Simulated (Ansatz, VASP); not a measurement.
## Two plane-wave programs on BAs

```
B As
1.0
     0.00000    2.30529    2.30529
     2.30529    0.00000    2.30529
     2.30529    2.30529    0.00000
B As
1 1
Direct
  0.00000 0.00000 0.00000
  0.50000 0.50000 0.50000
```

Alike in both runs: task single point; functional PBE; k mesh 3 × 3 × 3; occupations fermi-dirac, width 0.02 eV; no spin polarisation.

|  | VASP | Ansatz |
| --- | --- | --- |
| version | VASP 6.6.1 | Ansatz 0.2.0 |
| potentials or method | VASP PAW PBE potentials, release 64 (B, As) | plane waves |
| plane-wave cutoff (eV) | 500 | 420 |
| valence electrons in the cell | 8 | 18 |

|  | VASP | Ansatz | Ansatz less VASP |
| --- | --- | --- | --- |
| pressure (GPa) | 8.0 | 7.6 | -0.39 |

VASP's potentials hold 8 valence electrons a cell and Ansatz's 18, so a difference there can come from the potentials and not from the codes.

The k mesh is coarse, so the values compare programs but aren't converged.
